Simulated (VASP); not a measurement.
Here is a VASP 6.6.1 calculation.

File INCAR:

```
PREC = Accurate
ENCUT = 520
EDIFF = 1E-6
ISMEAR = 0
SIGMA = 0.1
LREAL = F
LASPH = T
NELM = 100
ALGO = Fast
ISIF = 2
LWAVE = F
LCHARG = F
GGA = PS
NBANDS = 44
```

Contents of KPOINTS:

```
regular mesh
0
Gamma
  12 12 8
```

Contents of POSCAR:

```
CoSn
1.0
    5.1153214985      0.0000000000      0.0000000000
   -2.5576607492      4.4299983662      0.0000000000
    0.0000000000      0.0000000000      4.2125385875
Co Sn
3 3
Direct
    0.0000000000      0.5000000000      0.0000000000
    0.5000000000      0.5000000000      0.0000000000
    0.5000000000      0.0000000000      0.0000000000
    0.6666666667      0.3333333333      0.5000000000
    0.3333333333      0.6666666667      0.5000000000
    0.0000000000      0.0000000000      0.0000000000
```

Potentials or basis: VASP PAW PBE potentials, release 64 (Co, Sn_d).

The run is started by

```bash
$ cat potpaw_PBE.64/Co/POTCAR potpaw_PBE.64/Sn_d/POTCAR > POTCAR
$ mpirun -np 1 vasp_std > vasp.out
```

(1) Predict the band gap on the k mesh.

(2) Predict the pressure.

## Answers

(1) zero (an odd number of electrons rules out a gap without spin polarisation).

(2) 4.7 GPa.

Caveat: the cell differs from its parent crystal (biaxial strain in the a-b plane: -2.0 %, then relaxed in part); the stress differs along the axes, from -0 to 7 GPa; the PAW data sets were made with another functional, which shifts forces and pressure a little; spin-orbit coupling is left out, which moves the levels of the heavy elements; the run has no spin polarisation, though such a crystal can be magnetic.
